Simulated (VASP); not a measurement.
# H6Os: single point with PBE

The system is H6Os.

```
H Os
1.0
     3.83813    0.00000    0.00000
     0.00000    3.83813    0.00000
     0.00000    0.00000    2.56212
H Os
6 1
Cartesian
  1.2273 1.2273 1.2811
  2.6108 2.6108 1.2811
  2.6108 1.2273 1.2811
  1.2273 2.6108 1.2811
  0.0000 1.9191 0.0000
  1.9191 0.0000 0.0000
  0.0000 0.0000 1.2811
```

```
Program                : VASP 6.6.1
Task                   : single point
Functional             : PBE
Potentials or basis    : VASP PAW PBE potentials, release 64 (H, Os)
Cutoff                 : 520 eV
k mesh                 : 4 × 4 × 6
Occupations            : gaussian, width 0.1 eV
Spin                   : no spin polarisation
Dipole correction      : no
Further INCAR settings : ALGO = Normal; EDIFF = 1e-06; NBANDS = 16
```

```json
{"Pressure": "0.3 GPa", "Largest force": "0.040 eV/Å", "Band gap on the k mesh": "zero (band 7 reaches 4.52 eV, above the bottom of band 8 at 3.14 eV)"}
```

Forces on the atoms (eV/Å):
```
H    0.028  0.028  0.000
H   -0.028 -0.028  0.000
H   -0.028  0.028  0.000
H    0.028 -0.028  0.000
H    0.000  0.000  0.000
H    0.000  0.000  0.000
Os   0.000  0.000  0.000
```

Stress tensor (GPa, compression positive):
```
 0.53  0.00  0.00
 0.00  0.53  0.00
 0.00  0.00 -0.18
```

Levels at points of the mesh, in eV from the Fermi level:
```csv
k point,band 5,band 6,band 7,band 8,band 9,band 10
"(0.00, 0.00, 0.00)",-2.42,-2.42,1.02,1.02,1.58,4.05
"(0.50, 0.00, 0.00)",-2.01,-0.77,0.78,1.04,1.96,5.39
"(0.50, 0.50, 0.00)",-3.62,-1.10,0.82,0.82,1.59,4.77
"(0.00, 0.00, 0.50)",-3.09,-2.16,-0.63,-0.11,-0.11,3.45
"(0.50, 0.00, 0.50)",-3.44,-3.07,-0.72,2.74,4.87,5.69
"(0.50, 0.50, 0.50)",-2.13,-2.13,-0.27,2.59,2.99,2.99
```

Wall time 11 s on 1 thread of Intel(R) Xeon(R) Platinum 8375C CPU @ 2.90GHz (Ice Lake), on a shared host, peak memory 0.15 GiB.

Caveat: the k points lie up to 0.41 Å⁻¹ apart; spin-orbit coupling is left out, which moves the levels of the heavy elements.
